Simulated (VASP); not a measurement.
The system is SnSe.

```
Sn Se
1.0
     0.00000    2.94207    3.01259
     2.94207    0.00000    3.01259
     2.94207    2.94207    0.00000
Sn Se
1 1
Direct
  0.00000 0.00000 0.00000
  0.50000 0.50000 0.50000
```

This cell differs from its parent crystal: epitaxial xy strain -2.0%.

Base run:

```yaml
Program: VASP 6.6.1
Functional: r2SCAN
Potentials_or_basis: VASP PAW PBE potentials, release 64 (Sn_d, Se)
Cutoff: 550 eV
k_mesh: 8 × 8 × 8
Occupations: fermi-dirac, width 0.02 eV
Spin: no spin polarisation
```

Its results: band gap on the k mesh 0.69 eV, direct; pressure 2.6 GPa.

The run is repeated on the same cell with these changes: functional from r2SCAN to PBE; cutoff from 550 eV to 500 eV. What comes out?

Band gap on the k mesh 0.73 eV, indirect (least direct gap 0.80 eV); pressure 3.6 GPa.

Caveats: spin-orbit coupling is left out, which moves the levels of the heavy elements; the PAW data sets were made with another functional, which shifts forces and pressure a little (some runs).

A k mesh can miss the band edges.
